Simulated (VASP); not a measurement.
# PtS2 in VASP: single point with PBE+D3(BJ)

Aim: the single point of PtS2 with PBE+D3(BJ).

Everything below comes from runs of VASP 6.6.1. Logs are shortened: lines on timing, memory, paths and dates and some standing lists are left out, and cuts for length are marked.

**1. The cell of the first run**

The cell holds a slab with vacuum, 6 atoms: a = 3.542 Å, b = 3.542 Å, c = 22.467 Å, α = 90.00°, β = 90.00°, γ = 120.00°.

**2. Single point, PBE+D3(BJ) (layers slid over each other)**

File INCAR:

```
PREC = Accurate
ENCUT = 520
EDIFF = 1E-6
ISMEAR = 0
SIGMA = 0.05
LREAL = False
LASPH = True
NELM = 60
ALGO = Normal
ISIF = 2
LWAVE = False
LCHARG = False
LDIPOL = True
IDIPOL = 3
DIPOL = 0.5 0.5 0.387
GGA = PE
IVDW = 12
NBANDS = 31
```

File KPOINTS:

```
regular mesh
0
Gamma
  9 9 1
```

File POSCAR:

```
PtS2
1.0
    3.5415278079      0.0000000000      0.0000000000
   -1.7707639039      3.0670530498      0.0000000000
    0.0000000000      0.0000000000     22.4670615492
S Pt
4 2
Direct
    0.6666666667      0.3333333333      0.2002932155
    0.3333333333      0.6666666667      0.3108341854
    0.8333333333      1.0000000000      0.4639472212
    0.5000000000      1.3333333333      0.5744881911
    0.0000000000      0.0000000000      0.2555637004
    0.1666666667      0.6666666667      0.5192177062
```

Potentials or basis: VASP PAW PBE potentials, release 64 (S, Pt).

Command:

```
> cat potpaw_PBE.64/S/POTCAR potpaw_PBE.64/Pt/POTCAR > POTCAR
> mpirun -np 1 vasp_std > vasp.out
```

OUTCAR:

```text
PREC = Accurate
   ENCUT = 520
   EDIFF = 1E-6
   ISMEAR = 0
   LREAL = False
   LASPH = True
   NELM = 60
   ISIF = 2
   GGA = PE
   IVDW = 12
 IVDW          = 12

 ion  position               nearest neighbor table
   1  0.667  0.333  0.200-   5 2.39   5 2.39   5 2.39
   2  0.333  0.667  0.311-   5 2.39   5 2.39   5 2.39
   3  0.833  0.000  0.464-   6 2.39   6 2.39   6 2.39
   4  0.500  0.333  0.574-   6 2.39   6 2.39   6 2.39
   5  0.000  0.000  0.256-   1 2.39   1 2.39   1 2.39   2 2.39   2 2.39   2 2.39
   6  0.167  0.667  0.519-   4 2.39   4 2.39   4 2.39   3 2.39   3 2.39   3 2.39

  LATTYP: Found a hexagonal cell.
 ALAT       =     3.5415278079
 C/A-ratio  =     6.3438896340

  Lattice vectors:

 A1 = (   3.5415278079,   0.0000000000,   0.0000000000)
 A2 = (  -1.7707639039,   3.0670530498,   0.0000000000)
 A3 = (   0.0000000000,   0.0000000000,  22.4670615492)

Analysis of symmetry for initial positions (statically):
=====================================================================
 Subroutine PRICEL returns:
 Original cell was already a primitive cell.

 Routine SETGRP: Setting up the symmetry group for a
 hexagonal supercell.

 Subroutine GETGRP returns: Found  2 space group operations
 (whereof  1 operations were pure point group operations)
 out of a pool of 24 trial point group operations.

The static configuration has the point symmetry C_1 .
 The point group associated with its full space group is S_2 .

Analysis of symmetry for dynamics (positions and initial velocities):
=====================================================================
 Subroutine PRICEL returns:
 Original cell was already a primitive cell.

 Routine SETGRP: Setting up the symmetry group for a
 hexagonal supercell.

 Subroutine GETGRP returns: Found  2 space group operations
 (whereof  1 operations were pure point group operations)
 out of a pool of 24 trial point group operations.

The dynamic configuration has the point symmetry C_1 .
 The point group associated with its full space group is S_2 .

 Subroutine INISYM returns: Found  2 space group operations
 (whereof  1 operations are pure point group operations),
 and found     1 'primitive' translations

----------------------------------------------------------------------------------------

                                     Primitive cell

  volume of cell :     244.0384

  direct lattice vectors                    reciprocal lattice vectors
     3.541527808  0.000000000  0.000000000     0.282364012  0.163022938  0.000000000
[... 106 lines left out ...]
   NUPDOWN=      -1.0000    fix difference up-down
   EMIN   =  10.00;   EMAX   =-10.00  energy-range for DOS
   EFERMI =   0.00;   METHOD = LEGACY
   ISMEAR =     0;   SIGMA  =   0.05  broadening in eV -4-tet -1-fermi 0-gaus
   EFERMI_NEDOS =   21; number of points for ismear=-14 and -15
   IALGO  =     38    algorithm
   IMIX   =      4    mixing-type and parameters
     AMIX     =   0.40;   BMIX     =  1.00
     AMIX_MAG =   1.60;   BMIX_MAG =  1.00
  volume/ion in A,a.u.               =      40.67       274.48
  Fermi-wavevector in a.u.,A,eV,Ry     =   0.924854  1.747720 11.637800  0.855354
  Thomas-Fermi vector in A             =   2.050645
   LORBIT       =      0    0 simple, 1 ext, 2 COOP (PROOUT), +10 PAW based schemes
   GGA     = PE    functional components
   LHFCALC =     F    Hartree Fock is set to
   AEXX    =    0.0000 exact exchange contribution
   IVDW    =    12    specifies the selected vdW correction
   LEPSILON=     F    determine dielectric tensor
   LRPA    =     F    only Hartree local field effects (RPA)
 non-spin polarized calculation
 Gauss-broadening in eV      SIGMA  =   0.05
  energy-cutoff  :      520.00
  volume of cell :      244.04
 maximum number of plane-waves:      6671
   NGX = 13   NGY = 13   NGZ = 83

 dipolmoment           0.000000      0.000000      0.000014 electrons x Angstroem

 number of electron      44.0000000 magnetization

 dipolmoment           0.000000      0.000000     -0.000002 electrons x Angstroem

 Free energy of the ion-electron system (eV)
  ---------------------------------------------------
  ext. energy  EPLUGINS =         0.00000000
  ---------------------------------------------------
  free energy    TOTEN  =       -30.89927122 eV

  energy without entropy =      -30.89927122  energy(sigma->0) =      -30.89927122

 E-fermi :  -0.3987     XC(G=0):  -5.4594

 val. band max:       -0.6169745618   @ k =  -0.2222   0.1111   0.0000
 cond. band min:       0.8471715389   @ k =  -0.2222   0.2222   0.0000
 fundamental gap:      1.4641461007
 Fermi energy:        -0.3986875737

 k-point     1 :       0.0000    0.0000    0.0000
  band No.  band energies     occupation
      1     -14.9088      2.00000
      2     -14.8682      2.00000
      3     -12.7370      2.00000
      4     -12.6409      2.00000
      5      -6.3905      2.00000
      6      -6.3884      2.00000
[... 805 lines left out ...]
     30       6.9841      0.00000
     31       7.3354      0.00000

 [... further k-points ...]

------------------------ aborting loop because EDIFF is reached ----------------------------------------

 vacuum level on the upper side and lower side of the slab       (xc-potential included)        -0.210        -0.210

 Edisp (eV)   -1.89140

 E8    (eV) :    -0.7839

  FORCE on cell =-STRESS in cart. coord.  units (eV):
  Direction    XX          YY          ZZ          XY          YZ          ZX
  --------------------------------------------------------------------------------------
  -------------------------------------------------------------------------------------
  Total      -0.51677    -0.49612    -0.83615     0.02253     0.04095     0.06848
  in kB      -3.39273    -3.25718    -5.48952     0.14790     0.26883     0.44962
  external pressure =       -4.05 kB  Pullay stress =        0.00 kB

 VOLUME and BASIS-vectors are now :
 -----------------------------------------------------------------------------
  energy-cutoff  :      520.00
  volume of cell :      244.04
      direct lattice vectors                 reciprocal lattice vectors
     3.541527808  0.000000000  0.000000000     0.282364012  0.163022938  0.000000000
    -1.770763904  3.067053050  0.000000000     0.000000000  0.326045877  0.000000000
     0.000000000  0.000000000 22.467061549     0.000000000  0.000000000  0.044509603

 POSITION                                       TOTAL-FORCE (eV/Angst)
 -----------------------------------------------------------------------------------
      1.77076      1.02235      4.50000        -0.004038     -0.004560      0.040735
     -0.00000      2.04470      6.98353        -0.009203     -0.011035      0.008188
      2.95127      0.00000     10.42353         0.009203      0.011035     -0.008188
      1.18051      1.02235     12.90706         0.004038      0.004560     -0.040735
      0.00000      0.00000      5.74177        -0.000476      0.005886      0.067119
     -0.59025      2.04470     11.66530         0.000476     -0.005886     -0.067119
 -----------------------------------------------------------------------------------
    total drift:                                0.000003      0.000003     -0.000061

  FREE ENERGIE OF THE ION-ELECTRON SYSTEM (eV)
  ---------------------------------------------------
  free  energy   TOTEN  =       -32.7906759165 eV

  energy  without entropy=      -32.7906759165  energy(sigma->0) =      -32.79067592

 vacuum level on the upper side and lower side of the slab         5.285         5.285
```

OSZICAR:

```text
N       E                     dE             d eps       ncg     rms          rms(c)
DAV:   1     0.306737162135E+03    0.30674E+03   -0.17926E+04  2542   0.116E+03
DAV:   2    -0.479288360393E+01   -0.31153E+03   -0.29626E+03  3371   0.228E+02
DAV:   3    -0.328531781111E+02   -0.28060E+02   -0.27499E+02  3071   0.725E+01
DAV:   4    -0.336282795087E+02   -0.77510E+00   -0.77358E+00  3433   0.133E+01
DAV:   5    -0.336448812677E+02   -0.16602E-01   -0.16598E-01  3228   0.195E+00    0.249E+01
DAV:   6    -0.313811916813E+02    0.22637E+01   -0.14075E+01  2801   0.281E+01    0.164E+01
DAV:   7    -0.310152412253E+02    0.36595E+00   -0.37039E+00  2689   0.156E+01    0.633E+00
DAV:   8    -0.309154843254E+02    0.99757E-01   -0.26973E-01  3046   0.362E+00    0.164E+00
DAV:   9    -0.308981340593E+02    0.17350E-01   -0.75719E-02  3103   0.202E+00    0.384E-01
DAV:  10    -0.308989385226E+02   -0.80446E-03   -0.75903E-03  3148   0.469E-01    0.389E-01
DAV:  11    -0.308990220859E+02   -0.83563E-04   -0.18964E-04  3553   0.808E-02    0.323E-01
DAV:  12    -0.308996289073E+02   -0.60682E-03   -0.19310E-03  3266   0.183E-01    0.437E-01
DAV:  13    -0.308993951607E+02    0.23375E-03   -0.22800E-04  3060   0.658E-02    0.271E-01
DAV:  14    -0.308993079351E+02    0.87226E-04   -0.11809E-04  3124   0.424E-02    0.155E-01
DAV:  15    -0.308992735010E+02    0.34434E-04   -0.63466E-05  3089   0.307E-02    0.641E-02
DAV:  16    -0.308992720323E+02    0.14688E-05   -0.38020E-06  3164   0.849E-03    0.416E-02
DAV:  17    -0.308992709247E+02    0.11075E-05   -0.64391E-06  3064   0.974E-03    0.945E-03
DAV:  18    -0.308992712175E+02   -0.29280E-06   -0.66387E-07  2083   0.374E-03
   1 F= -.32790676E+02 E0= -.32790676E+02  d E =-.818278E-11
```

It took 8.1 min on 1 thread of Intel Xeon Platinum 8259CL at 2.50GHz (Skylake/Cascade Lake), shared host; peak memory 0.51 GiB.

Results:

```
Free energy                : -32.7907 eV
Largest force              : 0.067 eV/Å
Band gap on the k mesh     : 1.46 eV (least direct gap 1.57 eV)
Dispersion energy per atom : -0.315 eV
```

Forces in eV/Å, atoms in the order of the input:
```
S   -0.004 -0.005  0.041
S   -0.009 -0.011  0.008
S    0.009  0.011 -0.008
S    0.004  0.005 -0.041
Pt   0.000  0.006  0.067
Pt   0.000 -0.006 -0.067
```

Caveat: the cell differs from its parent crystal (layers slid over each other); spin-orbit coupling is left out, which moves the levels of the heavy elements.
